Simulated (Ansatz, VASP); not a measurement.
## Rb in VASP and in Ansatz

The input POSCAR:

```
Rb
1.0
    4.9668849089      0.0000000000      0.0000000000
   -2.4834424545      4.3014485088      0.0000000000
    0.0000000000      0.0000000000      8.2163279702
Rb
2
Direct
    0.3333333333      0.6666666667      0.2500000000
    0.6666666667      0.3333333333      0.7500000000
```

File INCAR.step1:

```
SYSTEM = Rb
  ALGO = Normal
  EDIFF = 1E-4
  ENCUT = 520
  GGA = PE
  ISMEAR = -1
  LASPH = .TRUE.
  LCHARG = .FALSE.
  LREAL = .FALSE.
  LWAVE = .TRUE.
  NBANDS = 16
  NELM = 60
  PREC = Accurate
  SIGMA = 0.1
```

The input INCAR.step2:

```
SYSTEM = Rb
  ALGO = Normal
  EDIFF = 1E-7
  ENCUT = 520
  ISIF = 2
  ISMEAR = -1
  ISTART = 1
  LASPH = .TRUE.
  LCHARG = .FALSE.
  LMIXTAU = .TRUE.
  LREAL = .FALSE.
  LWAVE = .FALSE.
  METAGGA = R2SCAN
  NBANDS = 16
  NELM = 60
  PREC = Accurate
  SIGMA = 0.1
```

KPOINTS

```
k-points
0
G
  8 8 5
  0 0 0
```

Input for Ansatz:

```yaml
crystal:
  lattice:
    - [4.9668849089, 0.0, 0.0]
    - [-2.4834424545, 4.3014485088, 0.0]
    - [0.0, 0.0, 8.2163279702]
  atoms:
    - { symbol: Rb, position: [0.3333333333, 0.6666666667, 0.25] }
    - { symbol: Rb, position: [0.6666666667, 0.3333333333, 0.75] }
hamiltonian:
  xc: r2scan
  pseudopotentials:
    kind: paw
    azcp:
      Rb: "pseudopotentials/Rb.paw.azcp"
basis:
  ecutwfc: 500
  fft_grid_basis: typed
kpoints:
  mp_grid: { grid: [8, 8, 5], shift: [0, 0, 0] }
magnetization:
  spin_polarized: false
scf:
  occupations: { method: fermi_dirac, width: 0.1 }
  lower_state_search: "off"
output:
  stress: true
```

Alike in both runs: task single point; functional r2SCAN; k mesh 8 × 8 × 5; occupations fermi-dirac, width 0.1 eV; no spin polarisation.

|  | VASP | Ansatz |
| --- | --- | --- |
| version | VASP 6.6.1 | Ansatz 0.2.0 |
| potentials or method | VASP PAW PBE potentials, release 64 (Rb_sv), cutoff 520 eV | plane waves (500 eV) with PAW, scalar-relativistic |
| valence electrons in the cell | 18 | 18 |

|  | VASP | Ansatz | Ansatz less VASP |
| --- | --- | --- | --- |
| pressure (GPa) | 0.3 | 0.3 | -0.01 |
| traceless stress, the component that is largest in VASP (GPa) | -0.05 | -0.05 | 0.000 |

VASP's potentials were made for PBE, not for r2SCAN. With one functional, cell and mesh, what is left measures potentials, basis and numerics.
